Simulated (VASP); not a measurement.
A run of VASP 6.6.1 is set up as follows.

Contents of POSCAR:

```
Zr
1.0
    2.9134844231      0.0000000000      0.0000000000
    0.0000000000      2.9134844231      0.0000000000
    0.0000000000      0.0000000000      2.9134844231
Zr
1
Direct
    0.0000000000      0.0000000000      0.0000000000
```

The input INCAR.step1:

```
PREC = Accurate ; ENCUT = 400
EDIFF = 1E-5 ; ISMEAR = -1
SIGMA = 0.1 ; LREAL = F
LASPH = T ; NELM = 120
ALGO = Normal ; ISIF = 2
LWAVE = T ; GGA = PE
NBANDS = 12 ; GGA_COMPAT = F
```

The input INCAR.step2:

```
PREC = Accurate ; ENCUT = 400
EDIFF = 1E-6 ; ISMEAR = -1
SIGMA = 0.1 ; LREAL = F
LASPH = T ; NELM = 120
ALGO = Normal ; ISIF = 2
LWAVE = F ; LCHARG = T
GGA = PE ; LHFCALC = T
HFSCREEN = 0.2079 ; PRECFOCK = Normal
LELF = T ; LVHAR = T
ISTART = 1 ; NBANDS = 12
GGA_COMPAT = F
```

File KPOINTS:

```
regular mesh
0
Gamma
  6 6 6
```

Potentials or basis: VASP PAW PBE potentials, release 64 (Zr_sv).

Launch:

```console
$ cat potpaw_PBE.64/Zr_sv/POTCAR > POTCAR
$ cp INCAR.step1 INCAR
$ mpirun -np 1 vasp_std > vasp.out
$ cp INCAR.step2 INCAR
$ mpirun -np 1 vasp_std > vasp.out
```

(1) Predict the pressure.

(2) What does it give for the band gap on the k mesh?

Results:

(1) -1.1 GPa.

(2) zero (band 6 reaches 9.23 eV, above the bottom of band 7 at 5.97 eV).

Caveat: the PAW data sets were made with another functional, which shifts forces and pressure a little.
